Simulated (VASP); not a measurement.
Runs of VASP 6.6.1 on GaP. It takes space group F-43m (No. 216, cubic). The conventional cell has a = 5.452 Å, b = 5.452 Å, c = 5.452 Å, α = 90.00°, β = 90.00°, γ = 90.00°. Within 3.1 Å of Ga (site symmetry -43m) lie 4 P at 2.36 Å. P (site symmetry -43m) has 4 Ga at 2.36 Å within 3.1 Å. 

```csv
task,level,spin,U,cell,k mesh,cutoff (eV),smearing,LDAUTYPE,hund's J,gap on the mesh (eV),pressure (GPa),moment (μB)
single point,PBE+U,off,"Ga d U = 6.1 eV, J = 0.95 eV",as given,4 × 4 × 4,500,gaussian 0.1 eV,1,0.95,(a),0.0,-
relaxation of the atoms,PBE,off,-,atoms relaxed,4 × 4 × 4,450,fermi-dirac 0.1 eV,-,-,1.63,2.8,-
single point,PBE+U,off,Ga d U = 0.96 eV,as given,4 × 4 × 4,500,gaussian 0.1 eV,-,-,1.63,2.3,-
single point,PBE,"non-collinear, zero start, SOC",-,as given,2 × 2 × 2,500,methfessel-paxton 0.067 eV,-,-,-,9.3,0.00
single point,PBE,off,-,as given,4 × 4 × 4,500,fermi-dirac 0.1 eV,-,-,1.63,2.8,-
single point,PBE,"collinear, ferromagnetic start",-,as given,4 × 4 × 4,500,gaussian 0.1 eV,-,-,1.63,2.8,0.00
single point,PBEsol,off,-,as given,4 × 4 × 4,500,gaussian 0.1 eV,-,-,1.49,(b),-
single point,PBE,off,-,as given,5 × 5 × 5,500,tetrahedron,-,-,(c),2.5,-
```

Alike in all rows: potentials or basis VASP PAW PBE potentials, release 64 (Ga_d, P).

Problem. Fill in the values left out.

Solution. (a) 1.65; (b) -0.3; (c) 1.60.

Caveats: some runs use coarse meshes; the U is typed as a test and isn't derived for this compound (some runs); the relaxation stopped at its first step, so nothing moved (some runs); the PAW data sets were made with another functional, which shifts forces and pressure a little (some runs).

A k mesh can miss the band edges, and rows without SOC leave out spin-orbit coupling on Ga.
